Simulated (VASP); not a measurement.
Runs of VASP 6.6.1 on InP. The structure is that of space group Fm-3m (No. 225), or close to it. The cells are those of the table. 

```tsv
cell	gap on the mesh (eV)	pressure (GPa)
a = 4.006, b = 4.006, c = 3.976 Å, angles 60.2, 60.2, 59.5°, 2 atoms	none	-3.8
a = 4.006, b = 4.006, c = 4.035 Å, angles 59.8, 59.8, 60.5°, 2 atoms	none	(a)
a = 3.947, b = 3.947, c = 3.976 Å, angles 59.8, 59.8, 60.5°, 2 atoms	none	-2.0
a = 3.977, b = 3.977, c = 3.918 Å, angles 60.5, 60.5, 59.0°, 2 atoms	none	-2.0
a = 3.977, b = 3.977, c = 4.035 Å, angles 59.5, 59.5, 61.0°, 2 atoms	none	-3.7
```

Alike in all rows: task single point; level PBE; potentials or basis VASP PAW PBE potentials, release 64 (In_d, P); no spin polarisation; k mesh 18 × 18 × 18; cutoff (eV) 520; smearing gaussian 0.15 eV.

Estimate the missing entries.

(a) -4.5.

Caveats: spin-orbit coupling is left out, which moves the levels of the heavy elements; the cell stands under tension (at least some runs).

A k mesh can miss the band edges, and the runs leave out spin-orbit coupling on In.

A gap of «none» marks levels without a gap at the run's occupations.
